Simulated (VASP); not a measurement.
# Mg (Im-3m) in VASP: further runs

Mg is run at these levels: PBEsol; tasks: relaxation of cell and atoms.

Program: VASP 6.6.1. These are calculated values, not measurements. Logs are shortened: lines on timing, memory, paths and dates and some standing lists are left out, and cuts for length are marked.

## 1. The cell of the first run

Symmetry: Im-3m, No. 229, cubic system. Conventional cell: a = 2.894 Å, b = 2.894 Å, c = 2.894 Å, α = 90.00°, β = 90.00°, γ = 90.00°. Within 3.3 Å of Mg (site symmetry m-3m) lie 14 Mg at 2.51 to 2.89 Å.

This isn't the form of Mg at room conditions, which is hcp.

## 2. Relaxation of cell and atoms, PBEsol, target pressure 75 GPa, at which the enthalpy is minimised

The input, INCAR:

```
SYSTEM = Mg
  PREC = Accurate
  ENCUT = 600
  EDIFF = 1E-6
  ISMEAR = 0
  SIGMA = 0.1
  LREAL = .FALSE.
  LASPH = .TRUE.
  NELM = 60
  ALGO = Normal
  ISIF = 3
  LWAVE = .FALSE.
  LCHARG = .FALSE.
  GGA = PS
  IBRION = 2
  NSW = 70
  EDIFFG = -0.004
  PSTRESS = 750.0
```

The input, KPOINTS:

```
regular mesh
0
G
  20 20 20
  0 0 0
```

The input, POSCAR:

```
Mg
1.0
   -1.4467615534      1.4467615534      1.4467615534
    1.4467615534     -1.4467615534      1.4467615534
    1.4467615534      1.4467615534     -1.4467615534
Mg
1
Direct
    0.0000000000      0.0000000000      0.0000000000
```

Potentials or basis: VASP PAW PBE potentials, release 64 (Mg).

The run is started by

```console
> cat potpaw_PBE.64/Mg/POTCAR > POTCAR
> mpirun -np 1 vasp_std > vasp.out
```

OUTCAR:

```text
SYSTEM = Mg
   PREC = Accurate
   ENCUT = 600
   EDIFF = 1E-6
   ISMEAR = 0
   LREAL = .FALSE.
   LASPH = .TRUE.
   NELM = 60
   ISIF = 3
   GGA = PS
   IBRION = 2
   NSW = 70
   EDIFFG = -0.004
   PSTRESS = 750.0

 ion  position               nearest neighbor table
   1  0.000  0.000  0.000-

  LATTYP: Found a body centered cubic cell.
 ALAT       =     2.8935231068

  Lattice vectors:

 A1 = (  -1.4467615534,   1.4467615534,   1.4467615534)
 A2 = (   1.4467615534,  -1.4467615534,   1.4467615534)
 A3 = (   1.4467615534,   1.4467615534,  -1.4467615534)

Analysis of symmetry for initial positions (statically):
=====================================================================
 Subroutine PRICEL returns:
 Original cell was already a primitive cell.

 Routine SETGRP: Setting up the symmetry group for a
 body centered cubic supercell.

 Subroutine GETGRP returns: Found 48 space group operations
 (whereof 48 operations were pure point group operations)
 out of a pool of 48 trial point group operations.

The static configuration has the point symmetry O_h .

Analysis of symmetry for dynamics (positions and initial velocities):
=====================================================================
 Subroutine PRICEL returns:
 Original cell was already a primitive cell.

 Routine SETGRP: Setting up the symmetry group for a
 body centered cubic supercell.

 Subroutine GETGRP returns: Found 48 space group operations
 (whereof 48 operations were pure point group operations)
 out of a pool of 48 trial point group operations.

The dynamic configuration has the point symmetry O_h .

 Subroutine INISYM returns: Found 48 space group operations
 (whereof 48 operations are pure point group operations),
 and found     1 'primitive' translations

----------------------------------------------------------------------------------------

                                     Primitive cell

  volume of cell :      12.1130

  direct lattice vectors                    reciprocal lattice vectors
    -1.446761553  1.446761553  1.446761553     0.000000000  0.345599452  0.345599452
     1.446761553 -1.446761553  1.446761553     0.345599452  0.000000000  0.345599452
     1.446761553  1.446761553 -1.446761553     0.345599452  0.345599452  0.000000000

  length of vectors
     2.505864517  2.505864517  2.505864517     0.488751432  0.488751432  0.488751432

  position of ions in fractional coordinates (direct lattice)
     0.000000000  0.000000000  0.000000000

  ion indices of the primitive-cell ions
   primitive index   ion index
                 1           1

----------------------------------------------------------------------------------------

 KPOINTS: regular mesh

Automatic generation of k-mesh.
 Grid dimensions read from file:
 generate k-points for:   20   20   20

 Generating k-lattice:

  Cartesian coordinates                     Fractional coordinates (reciprocal lattice)
     0.000000000  0.017279973  0.017279973     0.050000000  0.000000000  0.000000000
     0.017279973  0.000000000  0.017279973     0.000000000  0.050000000  0.000000000
     0.017279973  0.017279973  0.000000000     0.000000000  0.000000000  0.050000000

  Length of vectors
     0.024437572  0.024437572  0.024437572

  Shift w.r.t. Gamma in fractional coordinates (k-lattice)
     0.000000000  0.000000000  0.000000000

 Subroutine IBZKPT returns following result:
 ===========================================

 Found    256 irreducible k-points:

 Following reciprocal coordinates:
            Coordinates               Weight
  0.000000  0.000000  0.000000      1.000000
  0.050000  0.000000  0.000000     12.000000
  0.100000  0.000000  0.000000     12.000000
  0.150000  0.000000  0.000000     12.000000
  0.200000  0.000000  0.000000     12.000000
  0.250000  0.000000  0.000000     12.000000
[... 16 lines left out ...]
  0.200000  0.100000  0.000000     48.000000
  0.250000  0.100000  0.000000     48.000000
 [... further k-points ...]
   k-points           NKPTS =    256   k-points in BZ     NKDIM =    256   number of bands    NBANDS=      5
   number of dos      NEDOS =    301   number of ions     NIONS =      1
   total plane-waves  NPLWV =   8000
   dimension x,y,z NGX =    20 NGY =   20 NGZ =   20
   dimension x,y,z NGXF=    40 NGYF=   40 NGZF=   40
   ions per type =               1
   NGX,Y,Z   is equivalent  to a cutoff of  13.27, 13.27, 13.27 a.u.
   NGXF,Y,Z  is equivalent  to a cutoff of  26.54, 26.54, 26.54 a.u.
 SYSTEM =  Mg
   PREC   = accura    normal or accurate (medium, high low for compatibility)
   ISTART =      0    job   : 0-new  1-cont  2-samecut
   ICHARG =      2    charge: 1-file 2-atom 10-const
   ISPIN  =      1    spin polarized calculation?
   LNONCOLLINEAR =      F non collinear calculations
   LSORBIT =      F    spin-orbit coupling
   LASPH  =      T    aspherical Exc in radial PAW
   ENCUT  =  600.0 eV  44.10 Ry    6.64 a.u.   5.00  5.00  5.00*2*pi/ulx,y,z
   NELM   =     60;   NELMIN=  2; NELMDL= -5     # of ELM steps
   EDIFF  = 0.1E-05   stopping-criterion for ELM
   LREAL  =      F    real-space projection
   EDIFFG = -.4E-02   stopping-criterion for IOM
   NSW    =     70    number of steps for IOM
   IBRION =      2    ionic relax: 0-MD 1-quasi-New 2-CG
   NFREE  =      1    steps in history (QN), initial steepest desc. (CG)
   ISIF   =      3    stress and relaxation
   ISYM   =      2    0-nonsym 1-usesym 2-fastsym
   POTIM  = 0.5000    time-step for ionic-motion
   TEBEG  =    0.0;   TEEND  =   0.0 temperature during run
   PSTRESS=  750.0 pullay stress
   NELECT =       2.0000    total number of electrons
   NUPDOWN=      -1.0000    fix difference up-down
   EMIN   =  10.00;   EMAX   =-10.00  energy-range for DOS
   EFERMI =   0.00;   METHOD = LEGACY
   ISMEAR =     0;   SIGMA  =   0.10  broadening in eV -4-tet -1-fermi 0-gaus
   EFERMI_NEDOS =   21; number of points for ismear=-14 and -15
   IALGO  =     38    algorithm
   IMIX   =      4    mixing-type and parameters
     AMIX     =   0.40;   BMIX     =  1.00
     AMIX_MAG =   1.60;   BMIX_MAG =  1.00
  volume/ion in A,a.u.               =      12.11        81.74
  Fermi-wavevector in a.u.,A,eV,Ry     =   0.898120  1.697201 10.974734  0.806620
  Thomas-Fermi vector in A             =   2.020790
   LORBIT       =      0    0 simple, 1 ext, 2 COOP (PROOUT), +10 PAW based schemes
   GGA     = PS    functional components
   LHFCALC =     F    Hartree Fock is set to
   AEXX    =    0.0000 exact exchange contribution
   IVDW    =     0    specifies the selected vdW correction
   LEPSILON=     F    determine dielectric tensor
   LRPA    =     F    only Hartree local field effects (RPA)
 conjugate gradient relaxation of ions
 non-spin polarized calculation
 Gauss-broadening in eV      SIGMA  =   0.10
  energy-cutoff  :      600.00
  volume of cell :       12.11
 maximum number of plane-waves:       420
   NGX =  9   NGY =  9   NGZ =  9

--------------------------------------- Ionic step        1  -------------------------------------------

 number of electron       2.0000000 magnetization

 Free energy of the ion-electron system (eV)
  ---------------------------------------------------
  ext. energy  EPLUGINS =         0.00000000
  ---------------------------------------------------
  free energy    TOTEN  =        -0.21027696 eV

  energy without entropy =       -0.20937142  energy(sigma->0) =       -0.20982419

------------------------ aborting loop because EDIFF is reached ----------------------------------------

  FORCE on cell =-STRESS in cart. coord.  units (eV):
  Direction    XX          YY          ZZ          XY          YZ          ZX
  --------------------------------------------------------------------------------------
  -------------------------------------------------------------------------------------
  Total        5.8057888      5.8057888      5.8057888     -0.0000000      0.0000000     -0.0000000
  in kB      767.9287855    767.9287855    767.9287855     -0.0000000      0.0000000     -0.0000000
  external PRESSURE =      17.9287855 kB  Pullay stress =     750.0000000 kB
[... 59 lines left out ...]
  enthalpy is  TOTEN    =         5.4612294814 eV   P V=        5.7822063400

--------------------------------------- Ionic step        3  -------------------------------------------

 number of electron       2.0000000 magnetization

 Free energy of the ion-electron system (eV)
  ---------------------------------------------------
  ext. energy  EPLUGINS =         0.00000000
  ---------------------------------------------------
  free energy    TOTEN  =        -0.24831595 eV

  energy without entropy =       -0.24741609  energy(sigma->0) =       -0.24786602

 E-fermi :   6.9974     XC(G=0): -10.7944

 val. band max:        6.9580434824   @ k =   0.3000   0.2500   0.1500
 cond. band min:       7.0294606563   @ k =  -0.3500  -0.3500   0.0500
 fundamental gap:      0.0714171739
 Fermi energy:         6.9974029152

 k-point     1 :       0.0000    0.0000    0.0000
  band No.  band energies     occupation
      1      -3.1679      2.00000
      2      24.8515      0.00000
      3      24.8515      0.00000
      4      24.8515      0.00000
      5      27.7115      0.00000

 k-point     2 :       0.0500    0.0000    0.0000
  band No.  band energies     occupation
      1      -3.0772      2.00000
      2      24.0150      0.00000
      3      24.3352      0.00000
      4      24.7639      0.00000
      5      26.7742      0.00000
[... 169 lines left out ...]
 k-point    24 :       0.2500    0.1000    0.0000
  band No.  band energies     occupation
      1       0.2489      2.00000
      2      12.8155      0.00000
      3      17.3616      0.00000
      4      22.5003      0.00000
      5      24.2355      0.00000

 [... further k-points ...]

------------------------ aborting loop because EDIFF is reached ----------------------------------------

  FORCE on cell =-STRESS in cart. coord.  units (eV):
  Direction    XX          YY          ZZ          XY          YZ          ZX
  --------------------------------------------------------------------------------------
  -------------------------------------------------------------------------------------
  Total        5.7078619      5.7078619      5.7078619     -0.0000000      0.0000000      0.0000000
  in kB      750.0034918    750.0034918    750.0034918     -0.0000000      0.0000000      0.0000000
  external PRESSURE =       0.0034918 kB  Pullay stress =     750.0000000 kB
[... 16 lines left out ...]
  FREE ENERGIE OF THE ION-ELECTRON SYSTEM (eV)
  ---------------------------------------------------
  free  energy   TOTEN  =        -0.2483159501 eV

  energy  without entropy=       -0.2474160869  energy(sigma->0) =       -0.24786602

  enthalpy is  TOTEN    =         5.4595193435 eV   P V=        5.7078352936

 reached required accuracy - stopping structural energy minimisation
```

Wall time 30 s (1 thread of Intel Xeon 8259CL, shared host); peak memory 0.15 GiB.

Results:

```yaml
Free_energy: -0.2483 eV
Relaxed_volume: 12.19 Å³/atom
Relaxed_cell: a = 2.511 Å, b = 2.511 Å, c = 2.511 Å, α = 109.47°, β = 109.47°, γ = 109.47°
Space_group_after_relaxing_to_0.1_Å: Im-3m (No. 229)
Energy_change_on_relaxing_the_run_minimises_the_enthalpy: -38.0 meV/atom
Ionic_steps: 3
Pressure_after_relaxing: 75.0 GPa
Band_gap_on_the_k_mesh: zero (bands 1 and 2 overlap by 4.80 eV)
```

Step by step:
| step | energy change (eV) | largest force (eV/Å) | pressure (GPa) | volume (Å³) |
| --- | --- | --- | --- | --- |
| 1 | 0.0000 | 0.0000 | 76.79 | 12.11 |
| 2 | -0.1107 | 0.0000 | 71.59 | 12.35 |
| 3 | -0.0380 | 0.0000 | 75.00 | 12.19 |

Final structure:
```
CELL_PARAMETERS angstrom
-1.44995 1.44995 1.44995
1.44995 -1.44995 1.44995
1.44995 1.44995 -1.44995
ATOMIC_POSITIONS crystal
Mg 0.00000 0.00000 0.00000
```

Caveat: the cell is relaxed towards a set pressure, so the run minimises the enthalpy, not the energy; the PAW data sets were made with another functional, which shifts forces and pressure a little.

(Continued in part 2 of 2.)
